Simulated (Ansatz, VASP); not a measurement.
Si6Ru: VASP beside Ansatz

File INCAR:

```
  PREC = Accurate
  ENCUT = 600
  EDIFF = 1E-6
  ISMEAR = 0
  SIGMA = 0.1
  LREAL = F
  LASPH = T
  NELM = 80
  ALGO = Normal
  ISIF = 3
  LWAVE = F
  LCHARG = F
  GGA = PE
  IBRION = 2
  NSW = 100
  EDIFFG = -0.01
```

KPOINTS

```
Automatic mesh
0
Gamma
  8 8 4
```

File POSCAR:

```
Si6Ru
1.0
    3.7848843019      0.0000000000      0.0000000000
    0.0000000000      3.7848843019      0.0000000000
    0.0000000000      0.0000000000      7.8592962326
Si Ru
6 1
Direct
    0.0000000000      0.5000000000      0.5000000000
    0.5000000000      0.0000000000      0.5000000000
    0.0000000000      0.5000000000      0.8079878437
    0.5000000000      0.0000000000      0.8079878437
    0.0000000000      0.5000000000      0.1920121563
    0.5000000000      0.0000000000      0.1920121563
    0.0000000000      0.0000000000      0.0000000000
```

Input for Ansatz:

```yaml
crystal:
  lattice:
    - [3.7848843019, 0.0, 0.0]
    - [0.0, 3.7848843019, 0.0]
    - [0.0, 0.0, 7.8592962326]
  atoms:
    - { symbol: Si, position: [0.0, 0.5, 0.5] }
    - { symbol: Si, position: [0.5, 0.0, 0.5] }
    - { symbol: Si, position: [0.0, 0.5, 0.8079878437] }
    - { symbol: Si, position: [0.5, 0.0, 0.8079878437] }
    - { symbol: Si, position: [0.0, 0.5, 0.1920121563] }
    - { symbol: Si, position: [0.5, 0.0, 0.1920121563] }
    - { symbol: Ru, position: [0.0, 0.0, 0.0] }
basis:
  ecutwfc: 420
kpoints:
  mp_grid: { grid: [8, 8, 4] }
hamiltonian:
  xc: pbe
scf:
  occupations: { method: gaussian, width: 0.1 }
output:
  forces: true
  stress: true
  eigenvalues: true
relax:
  adjacent_minimum: "off"
  f_tol: 0.01
  max_steps: 80
  cell: { stress_tol: 0.05 }
```

Alike in both runs: task relaxation of cell and atoms; functional PBE; k mesh 8 × 8 × 4; occupations gaussian, width 0.1 eV; no spin polarisation.

|  | VASP | Ansatz |
| --- | --- | --- |
| version | VASP 6.6.1 | Ansatz 0.2.0 |
| potentials or method | VASP PAW PBE potentials, release 64 (Si, Ru_pv), cutoff 600 eV | scalar-relativistic, plane waves, PAW |
| valence electrons in the cell | 38 | 40 |

```csv
,VASP,Ansatz,Ansatz less VASP
"gap on the k mesh at the Fermi level, each at its own relaxed structure (eV)",none,none,-
relaxed volume (Å³/atom),16.04,16.04,+0.005
relaxed cell length with the largest relative difference (Å),3.801,3.801,+0.0007
```

A gap of «none» marks a metal or a gap that the smearing closes. VASP's potentials hold 38 valence electrons a cell and Ansatz's 40, so a difference there can come from the potentials and not from the codes.
